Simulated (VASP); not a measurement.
# Sn3Se2 (P4/nmm) in VASP: notebook

The runs below take Sn3Se2 through single point, relaxation of cell and atoms, with PBE.

All numbers are computed with VASP 6.6.1; they aren't measurements. Logs are shortened: lines on timing, memory, paths and dates and some standing lists are left out, and cuts for length are marked.

### 1 The cell of the first run

The structure is tetragonal, space group P4/nmm (No. 129). Conventional cell: a = 4.392 Å, b = 4.392 Å, c = 14.163 Å, α = 90.00°, β = 90.00°, γ = 90.00°. Sn (site symmetry 4mm) has 6 Se at 2.87 to 3.11 Å within 3.8 Å. Sn (site symmetry 4mm) has 5 Se at 2.89 to 3.11 Å and 4 Sn at 3.50 Å within 3.8 Å. Within 4.1 Å of Sn (site symmetry -4m2) lie 8 Sn at 3.11 to 3.50 Å and 4 Se at 3.46 Å. Se (site symmetry 4mm) has 6 Sn at 2.89 to 3.11 Å within 3.8 Å. Se (site symmetry 4mm) has 9 Sn at 2.87 to 3.46 Å within 3.8 Å.

### 2 Single point, PBE

Input file INCAR:

```
PREC = Accurate ; ENCUT = 520
EDIFF = 1E-7 ; ISMEAR = 0
SIGMA = 0.2 ; LREAL = F
LASPH = T ; NELM = 80
ALGO = Normal ; ISIF = 2
LWAVE = F ; LCHARG = F
GGA = PE ; NBANDS = 65
```

Input file KPOINTS:

```
Automatic mesh
0
Gamma
  4 4 1
```

Input file POSCAR:

```
Sn3Se2
1.0
    4.3915647642      0.0000000000      0.0000000000
    0.0000000000      4.3915647642      0.0000000000
    0.0000000000      0.0000000000     14.1627008153
Sn Se
6 4
Direct
    0.0000000000      0.5000000000      0.3915980688
    0.0000000000      0.5000000000      0.8072410443
    0.5000000000      0.0000000000      0.6084019312
    0.5000000000      0.0000000000      0.1927589557
    0.5000000000      0.5000000000      0.0000000000
    0.0000000000      0.0000000000      0.0000000000
    0.0000000000      0.5000000000      0.6029446534
    0.0000000000      0.5000000000      0.1892427072
    0.5000000000      0.0000000000      0.3970553466
    0.5000000000      0.0000000000      0.8107572928
```

Potentials or basis: VASP PAW PBE potentials, release 64 (Sn_d, Se).

Command:

```bash
cat potpaw_PBE.64/Sn_d/POTCAR potpaw_PBE.64/Se/POTCAR > POTCAR
mpirun -np 1 vasp_std > vasp.out
```

OUTCAR:

```text
PREC = Accurate
   ENCUT = 520
   EDIFF = 1E-7
   ISMEAR = 0
   LREAL = F
   LASPH = T
   NELM = 80
   ISIF = 2
   GGA = PE

 ion  position               nearest neighbor table
   1  0.000  0.500  0.392-   8 2.87   7 2.99   9 3.11   9 3.11   9 3.11   9 3.11
   2  0.000  0.500  0.807-   7 2.89  10 3.11  10 3.11  10 3.11  10 3.11   5 3.50   5 3.50   6 3.50
                             6 3.50
   3  0.500  0.000  0.608-  10 2.87   9 2.99   7 3.11   7 3.11   7 3.11   7 3.11
   4  0.500  0.000  0.193-   9 2.89   8 3.11   8 3.11   8 3.11   8 3.11   5 3.50   6 3.50   6 3.50
                             5 3.50
   5  0.500  0.500  0.000-   6 3.11   6 3.11   6 3.11   6 3.11   4 3.50   2 3.50   2 3.50   4 3.50

   6  0.000  0.000  0.000-   5 3.11   5 3.11   5 3.11   5 3.11   4 3.50   4 3.50   2 3.50   2 3.50

   7  0.000  0.500  0.603-   2 2.89   1 2.99   3 3.11   3 3.11   3 3.11   3 3.11
   8  0.000  0.500  0.189-   1 2.87   4 3.11   4 3.11   4 3.11   4 3.11
   9  0.500  0.000  0.397-   4 2.89   3 2.99   1 3.11   1 3.11   1 3.11   1 3.11
  10  0.500  0.000  0.811-   3 2.87   2 3.11   2 3.11   2 3.11   2 3.11

  LATTYP: Found a simple tetragonal cell.
 ALAT       =     4.3915647642
 C/A-ratio  =     3.2249782426

  Lattice vectors:

 A1 = (   4.3915647642,   0.0000000000,   0.0000000000)
 A2 = (   0.0000000000,   4.3915647642,   0.0000000000)
 A3 = (   0.0000000000,   0.0000000000,  14.1627008153)

Analysis of symmetry for initial positions (statically):
=====================================================================
 Subroutine PRICEL returns:
 Original cell was already a primitive cell.

 Routine SETGRP: Setting up the symmetry group for a
 simple tetragonal supercell.

 Subroutine GETGRP returns: Found 16 space group operations
 (whereof  8 operations were pure point group operations)
 out of a pool of 16 trial point group operations.

The static configuration has the point symmetry D_2d.
 The point group associated with its full space group is D_4h.

Analysis of symmetry for dynamics (positions and initial velocities):
=====================================================================
 Subroutine PRICEL returns:
 Original cell was already a primitive cell.

 Routine SETGRP: Setting up the symmetry group for a
 simple tetragonal supercell.

 Subroutine GETGRP returns: Found 16 space group operations
 (whereof  8 operations were pure point group operations)
 out of a pool of 16 trial point group operations.

The dynamic configuration has the point symmetry D_2d.
 The point group associated with its full space group is D_4h.

 Subroutine INISYM returns: Found 16 space group operations
 (whereof  8 operations are pure point group operations),
 and found     1 'primitive' translations

----------------------------------------------------------------------------------------

                                     Primitive cell

  volume of cell :     273.1396

  direct lattice vectors                    reciprocal lattice vectors
     4.391564764  0.000000000  0.000000000     0.227709268  0.000000000  0.000000000
     0.000000000  4.391564764  0.000000000     0.000000000  0.227709268  0.000000000
     0.000000000  0.000000000 14.162700815     0.000000000  0.000000000  0.070608001

  length of vectors
     4.391564764  4.391564764 14.162700815     0.227709268  0.227709268  0.070608001

  position of ions in fractional coordinates (direct lattice)
     0.000000000  0.500000000  0.391598069
     0.000000000  0.500000000  0.807241044
     0.500000000  0.000000000  0.608401931
     0.500000000  0.000000000  0.192758956
     0.500000000  0.500000000  0.000000000
     0.000000000  0.000000000  0.000000000
     0.000000000  0.500000000  0.602944653
     0.000000000  0.500000000  0.189242707
     0.500000000  0.000000000  0.397055347
     0.500000000  0.000000000  0.810757293

  ion indices of the primitive-cell ions
   primitive index   ion index
                 1           1
                 2           2
                 3           3
                 4           4
                 5           5
                 6           6
                 7           7
                 8           8
                 9           9
                10          10

----------------------------------------------------------------------------------------

 KPOINTS: Automatic mesh

Automatic generation of k-mesh.
 Grid dimensions read from file:
 generate k-points for:    4    4    1

 Generating k-lattice:

  Cartesian coordinates                     Fractional coordinates (reciprocal lattice)
     0.056927317  0.000000000  0.000000000     0.250000000  0.000000000  0.000000000
     0.000000000  0.056927317  0.000000000     0.000000000  0.250000000  0.000000000
     0.000000000  0.000000000  0.070608001     0.000000000  0.000000000  1.000000000

  Length of vectors
     0.056927317  0.056927317  0.070608001

  Shift w.r.t. Gamma in fractional coordinates (k-lattice)
[... 39 lines left out ...]
   ISIF   =      2    stress and relaxation
   ISYM   =      2    0-nonsym 1-usesym 2-fastsym
   POTIM  = 0.5000    time-step for ionic-motion
   TEBEG  =    0.0;   TEEND  =   0.0 temperature during run
   PSTRESS=    0.0 pullay stress
   NELECT =     108.0000    total number of electrons
   NUPDOWN=      -1.0000    fix difference up-down
   EMIN   =  10.00;   EMAX   =-10.00  energy-range for DOS
   EFERMI =   0.00;   METHOD = LEGACY
   ISMEAR =     0;   SIGMA  =   0.20  broadening in eV -4-tet -1-fermi 0-gaus
   EFERMI_NEDOS =   21; number of points for ismear=-14 and -15
   IALGO  =     38    algorithm
   IMIX   =      4    mixing-type and parameters
     AMIX     =   0.40;   BMIX     =  1.00
     AMIX_MAG =   1.60;   BMIX_MAG =  1.00
  volume/ion in A,a.u.               =      27.31       184.32
  Fermi-wavevector in a.u.,A,eV,Ry     =   1.201585  2.270667 19.644183  1.443807
  Thomas-Fermi vector in A             =   2.337390
   LORBIT       =      0    0 simple, 1 ext, 2 COOP (PROOUT), +10 PAW based schemes
   GGA     = PE    functional components
   LHFCALC =     F    Hartree Fock is set to
   AEXX    =    0.0000 exact exchange contribution
   IVDW    =     0    specifies the selected vdW correction
   LEPSILON=     F    determine dielectric tensor
   LRPA    =     F    only Hartree local field effects (RPA)
 non-spin polarized calculation
 Gauss-broadening in eV      SIGMA  =   0.20
  energy-cutoff  :      520.00
  volume of cell :      273.14
 maximum number of plane-waves:      7369
 NGX is ok and might be reduce to    36
   NGX = 17   NGY = 17   NGZ = 53

 number of electron     107.9999979 magnetization

 Free energy of the ion-electron system (eV)
  ---------------------------------------------------
  ext. energy  EPLUGINS =         0.00000000
  ---------------------------------------------------
  free energy    TOTEN  =       -39.64749229 eV

  energy without entropy =      -39.54579297  energy(sigma->0) =      -39.59664263

 E-fermi :   6.3564     XC(G=0):  -9.7687

 val. band max:        6.3542438465   @ k =   0.2500   0.2500   0.0000
 cond. band min:       6.3909511331   @ k =   0.5000   0.0000   0.0000
 fundamental gap:      0.0367072866
 Fermi energy:         6.3564040659

 k-point     1 :       0.0000    0.0000    0.0000
  band No.  band energies     occupation
      1     -15.7197      2.00000
      2     -15.7174      2.00000
      3     -15.7113      2.00000
      4     -15.7084      2.00000
      5     -15.6926      2.00000
      6     -15.6819      2.00000
[... 57 lines left out ...]
     64       9.8576      0.00000
     65       9.8577      0.00000

 k-point     2 :       0.2500    0.0000    0.0000
  band No.  band energies     occupation
      1     -15.7161      2.00000
      2     -15.7145      2.00000
      3     -15.7135      2.00000
      4     -15.7115      2.00000
      5     -15.6885      2.00000
      6     -15.6811      2.00000
[... 261 lines left out ...]
     64       9.4323      0.00000
     65       9.6756      0.00000

 k-point     6 :       0.5000    0.5000    0.0000
  band No.  band energies     occupation
      1     -15.7251      2.00000
      2     -15.7251      2.00000
      3     -15.7046      2.00000
      4     -15.7046      2.00000
      5     -15.6837      2.00000
      6     -15.6837      2.00000
[... 57 lines left out ...]
     64      10.4047      0.00000
     65      10.8022      0.00000

------------------------ aborting loop because EDIFF is reached ----------------------------------------

  FORCE on cell =-STRESS in cart. coord.  units (eV):
  Direction    XX          YY          ZZ          XY          YZ          ZX
  --------------------------------------------------------------------------------------
  -------------------------------------------------------------------------------------
  Total        0.4034407      0.4034407     -0.0057556      0.0000000      0.0000000     -0.0000000
  in kB        2.3664951      2.3664951     -0.0337611      0.0000000      0.0000000     -0.0000000
  external PRESSURE =       1.5664097 kB  Pullay stress =       0.0000000 kB

 VOLUME and BASIS-vectors are now :
 -----------------------------------------------------------------------------
  energy-cutoff  :      520.00
  volume of cell :      273.14
      direct lattice vectors                 reciprocal lattice vectors
     4.391564764  0.000000000  0.000000000     0.227709268  0.000000000  0.000000000
     0.000000000  4.391564764  0.000000000     0.000000000  0.227709268  0.000000000
     0.000000000  0.000000000 14.162700815     0.000000000  0.000000000  0.070608001

 POSITION                                       TOTAL-FORCE (eV/Angst)
 -----------------------------------------------------------------------------------
      0.00000      2.19578      5.54609         0.000000      0.000000      0.059746
      0.00000      2.19578     11.43271         0.000000     -0.000000      0.067203
      2.19578      0.00000      8.61661        -0.000000      0.000000     -0.059746
      2.19578      0.00000      2.72999        -0.000000      0.000000     -0.067203
      2.19578      2.19578      0.00000        -0.000000      0.000000      0.000000
      0.00000      0.00000      0.00000         0.000000      0.000000      0.000000
      0.00000      2.19578      8.53932        -0.000000      0.000000     -0.054634
      0.00000      2.19578      2.68019        -0.000000      0.000000     -0.042702
      2.19578      0.00000      5.62338         0.000000      0.000000      0.054634
      2.19578      0.00000     11.48251         0.000000      0.000000      0.042702
 -----------------------------------------------------------------------------------
    total drift:                                0.000000      0.000000      0.000000

  FREE ENERGIE OF THE ION-ELECTRON SYSTEM (eV)
  ---------------------------------------------------
  free  energy   TOTEN  =       -39.6474922907 eV

  energy  without entropy=      -39.5457929662  energy(sigma->0) =      -39.59664263
```

It took 78 s on 1 thread of Intel Xeon 6975P-C (Granite Rapids), shared host; peak memory 0.39 GiB.

What came out:

| Quantity | Value |
| --- | --- |
| Free energy | -39.6475 eV |
| Pressure | 0.2 GPa |
| Largest force | 0.067 eV/Å |
| Band gap on the k mesh | 0.04 eV (least direct gap 0.14 eV) |

Forces in eV/Å, atoms in the order of the input:
```
Sn   0.000  0.000  0.060
Sn   0.000  0.000  0.067
Sn   0.000  0.000 -0.060
Sn   0.000  0.000 -0.067
Sn   0.000  0.000  0.000
Sn   0.000  0.000  0.000
Se   0.000  0.000 -0.055
Se   0.000  0.000 -0.043
Se   0.000  0.000  0.055
Se   0.000  0.000  0.043
```

Stress tensor (GPa, compression positive):
```
0.24 0.00 0.00
0.00 0.24 0.00
0.00 0.00 0.00
```

Levels at points of the mesh, in eV from the valence-band top:
```
           k point  band 50  band 51  band 52  band 53  band 54  band 55  band 56  band 57  band 58  band 59
(0.00, 0.00, 0.00)    -2.57    -2.38    -1.30    -0.96    -0.96     0.59     1.30     1.59     1.83     2.83
(0.50, 0.00, 0.00)    -1.36    -0.92    -0.92    -0.62    -0.62     0.04     0.04     0.19     0.19     1.05
(0.50, 0.50, 0.00)    -3.83    -2.32    -2.32    -2.04    -2.04     0.76     0.76     2.54     2.54     3.27
```

Caveat: the k points lie up to 0.44 Å⁻¹ apart; spin-orbit coupling is left out, which moves the levels of the heavy elements.

### 3 Single point, PBE

This run uses another cell than the first one, of 28.54 Å³/atom.

Input file INCAR:

```
SYSTEM = Sn3Se2
ALGO = Normal
EDIFF = 1E-6
ENCUT = 520
GGA = PE
ISIF = 2
ISMEAR = 0
LASPH = .True.
LCHARG = .False.
LREAL = .False.
LWAVE = .False.
NBANDS = 65
NELM = 80
PREC = Accurate
SIGMA = 0.2
```

Input file KPOINTS:

```
k-points
0
Gamma
  6 6 2
  0 0 0
```

Input file POSCAR:

```
Sn3Se2
1.0
    4.2820878433      0.0000000000      0.0000000000
    0.0000000000      4.2820878433      0.0000000000
    0.0000000000      0.0000000000     15.5643677969
Sn Se
6 4
Direct
    1.0000000000      0.5000000000      0.3940187242
    0.0000000000      0.5000000000      0.7933232115
    0.5000000000      0.0000000000      0.6059812758
    0.5000000000      0.0000000000      0.2066767885
    0.5000000000      0.5000000000      0.0000000000
    1.0000000000      0.0000000000      0.0000000000
    0.0000000000      0.5000000000      0.6111800404
    1.0000000000      0.5000000000      0.2136357665
    0.5000000000      1.0000000000      0.3888199596
    0.5000000000      0.0000000000      0.7863642335
```

Potentials or basis: VASP PAW PBE potentials, release 64 (Sn_d, Se).

Command:

```bash
cat potpaw_PBE.64/Sn_d/POTCAR potpaw_PBE.64/Se/POTCAR > POTCAR
mpirun -np 1 vasp_std > vasp.out
```

Wall time 3.1 min (1 thread of Intel Xeon 6975P-C (Granite Rapids), shared host); peak memory 0.48 GiB.

The run converged. Its results:

| Quantity | Value |
| --- | --- |
| Free energy | -39.6535 eV |
| Pressure | 0.0 GPa |
| Largest force | 0.042 eV/Å |
| Band gap on the k mesh | zero (bands 54 and 55 overlap by 0.90 eV) |

Forces on the atoms (eV/Å):
```
Sn   0.000  0.000 -0.004
Sn   0.000  0.000  0.029
Sn   0.000  0.000  0.004
Sn   0.000  0.000 -0.029
Sn   0.000  0.000  0.000
Sn   0.000  0.000  0.000
Se   0.000  0.000 -0.042
Se   0.000  0.000  0.002
Se   0.000  0.000  0.042
Se   0.000  0.000 -0.002
```

Levels at points of the mesh, in eV from the Fermi level:
```
           k point  band 50  band 51  band 52  band 53  band 54  band 55  band 56  band 57  band 58  band 59
(0.00, 0.00, 0.00)    -2.21    -1.39    -1.02    -1.02    -0.78    -0.68     1.14     2.52     3.06     3.31
(0.50, 0.00, 0.00)    -0.75    -0.41    -0.41     0.07     0.07     0.89     0.89     0.98     0.98     1.49
(0.50, 0.50, 0.00)    -3.75    -2.35    -2.35    -1.80    -1.80     0.62     0.62     2.42     2.42     3.37
(0.00, 0.00, 0.50)    -2.27    -1.83    -1.37    -1.01    -1.01    -0.41     2.37     2.50     2.60     3.59
(0.50, 0.00, 0.50)    -0.92    -0.51    -0.51     0.19     0.19     0.91     0.91     1.01     1.01     1.05
(0.50, 0.50, 0.50)    -3.60    -2.83    -2.83    -1.35    -1.35     0.59     0.59     1.85     1.85     3.79
```

Caveat: spin-orbit coupling is left out, which moves the levels of the heavy elements.

### 4 Relaxation of cell and atoms, PBE

This run uses another cell than the first one, of 26.82 Å³/atom.

Input file INCAR:

```
SYSTEM = Sn3Se2
  ALGO = Normal
  EDIFF = 1E-6
  EDIFFG = -0.08
  ENCUT = 600
  GGA = PE
  IBRION = 2
  ISIF = 3
  ISMEAR = 0
  LASPH = .True.
  LCHARG = .False.
  LREAL = .False.
  LWAVE = .False.
  NELM = 80
  NSW = 36
  PREC = Accurate
  SIGMA = 0.2
```

Input file KPOINTS:

```
k-points
0
Gamma
  4 4 1
  0 0 0
```

Input file POSCAR:

```
Sn3Se2
1.0
    4.2500000000      0.0000000000      0.0000000000
    0.0000000000      4.2500000000      0.0000000000
    0.0000000000      0.0000000000     14.8500000000
Sn Se
6 4
Direct
    0.0000000000      0.5000000000      0.4000000000
    0.0000000000      0.5000000000      0.8000000000
    0.5000000000      0.0000000000      0.6000000000
    0.5000000000      0.0000000000      0.2000000000
    0.5000000000      0.5000000000      0.0000000000
    0.0000000000      0.0000000000      0.0000000000
    0.0000000000      0.5000000000      0.6000000000
    0.0000000000      0.5000000000      0.2000000000
    0.5000000000      0.0000000000      0.4000000000
    0.5000000000      0.0000000000      0.8000000000
```

Command:

```bash
cat potpaw_PBE.64/Sn_d/POTCAR potpaw_PBE.64/Se/POTCAR > POTCAR
mpirun -np 1 vasp_std > vasp.out
```

Wall time 13 min (1 thread of Intel Xeon 6975P-C (Granite Rapids), shared host); peak memory 0.47 GiB.

Results (log left out):

- Free energy: -39.6492 eV
- Relaxed volume: 27.23 Å³/atom
- Relaxed cell: a = 4.390 Å, b = 4.390 Å, c = 14.130 Å, α = 90.00°, β = 90.00°, γ = 90.00°
- Space group after relaxing (to 0.1 Å): P4/nmm (No. 129)
- Energy gained by relaxing: 27.5 meV/atom
- Ionic steps: 15
- Pressure after relaxing: 0.2 GPa
- Largest force after relaxing: 0.057 eV/Å
- Band gap on the k mesh: zero (bands 54 and 55 overlap by 0.01 eV)

Forces on the atoms (eV/Å):
```
Sn   0.000  0.000  0.028
Sn   0.000  0.000 -0.009
Sn   0.000  0.000 -0.028
Sn   0.000  0.000  0.009
Sn   0.000  0.000  0.000
Sn   0.000  0.000  0.000
Se   0.000  0.000 -0.057
Se   0.000  0.000  0.037
Se   0.000  0.000  0.057
Se   0.000  0.000 -0.037
```

Stress tensor (GPa, compression positive):
```
 0.37  0.00  0.00
 0.00  0.37  0.00
 0.00  0.00 -0.03
```

The path:
```tsv
step	energy change (eV)	largest force (eV/Å)	pressure (GPa)	volume (Å³)
1	0.0000	0.3917	1.65	268.23
2	-0.1251	0.2905	-0.36	279.03
3	-0.1288	0.2707	-0.73	281.38
4	-0.1679	0.1777	-0.34	278.60
5	-0.1769	0.2919	-0.01	276.60
6	-0.1916	0.2906	0.08	275.78
7	-0.2263	0.2627	0.37	273.33
8	-0.2347	0.2319	1.14	268.42
9	-0.2426	0.2007	0.81	270.56
10	-0.2535	0.1623	0.55	271.75
11	-0.2662	0.1362	-0.09	274.94
12	-0.2662	0.1358	-0.13	275.10
13	-0.2682	0.1239	-0.09	274.82
14	-0.2728	0.0926	0.01	273.99
15	-0.2755	0.0572	0.24	272.33
```

Final structure:
```
Sn Se
1.0
     4.39016    0.00000    0.00000
     0.00000    4.39016    0.00000
     0.00000    0.00000   14.12956
Sn Se
6 4
Direct
  0.00000 0.50000 0.39200
  0.00000 0.50000 0.80979
  0.50000 0.00000 0.60800
  0.50000 0.00000 0.19021
  0.50000 0.50000 0.00000
  0.00000 0.00000 0.00000
  0.00000 0.50000 0.60299
  0.00000 0.50000 0.18699
  0.50000 0.00000 0.39701
  0.50000 0.00000 0.81301
```

Levels at points of the mesh, in eV from the Fermi level:
```tsv
k point	band 51	band 52	band 53	band 54	band 55	band 56	band 57	band 58
(0.00, 0.00, 0.00)	-2.34	-1.28	-0.91	-0.91	0.67	1.26	1.63	1.78
(0.50, 0.00, 0.00)	-0.90	-0.90	-0.61	-0.61	0.01	0.01	0.20	0.20
(0.50, 0.50, 0.00)	-2.29	-2.29	-2.00	-2.00	0.83	0.83	2.58	2.58
```

Caveat: the k points lie up to 0.44 Å⁻¹ apart in the final cell; semilocal functionals underestimate gaps, and a narrow one can read as zero; spin-orbit coupling is left out, which moves the levels of the heavy elements; the relaxation stopped at a loose force limit of 0.08 eV/Å, so its end isn't a converged minimum.

### 5 Summary

| task | cell | k mesh | cutoff (eV) | gap on the mesh (eV) | pressure (GPa) | largest force (eV/Å) |
| --- | --- | --- | --- | --- | --- | --- |
| single point | a = 4.392, b = 4.392, c = 14.163 Å, 10 atoms, atomic positions A | 4 × 4 × 1 | 520 | 0.04 | 0.2 | 0.07 |
| single point | a = 4.282, b = 4.282, c = 15.564 Å, 10 atoms, atomic positions B | 6 × 6 × 2 | 520 | none | 0.0 | 0.04 |
| relaxation of cell and atoms | relaxed from a = 4.250, b = 4.250, c = 14.850 Å, 10 atoms, atomic positions C | 4 × 4 × 1 | 600 | none | 0.2 | 0.06 |

Alike in all rows: level PBE; potentials or basis VASP PAW PBE potentials, release 64 (Sn_d, Se); no spin polarisation; smearing gaussian 0.2 eV.

Caveats: some runs use coarse meshes; spin-orbit coupling is left out, which moves the levels of the heavy elements; semilocal functionals underestimate gaps, and a narrow one can read as zero (at least some runs); the relaxation stopped at a loose force limit of 0.08 eV/Å, so its end isn't a converged minimum (at least some runs).

Absolute energies hang on the potentials; compare differences alone.

The gap in the log of VASP goes by the Fermi energy; the results here count the filled bands.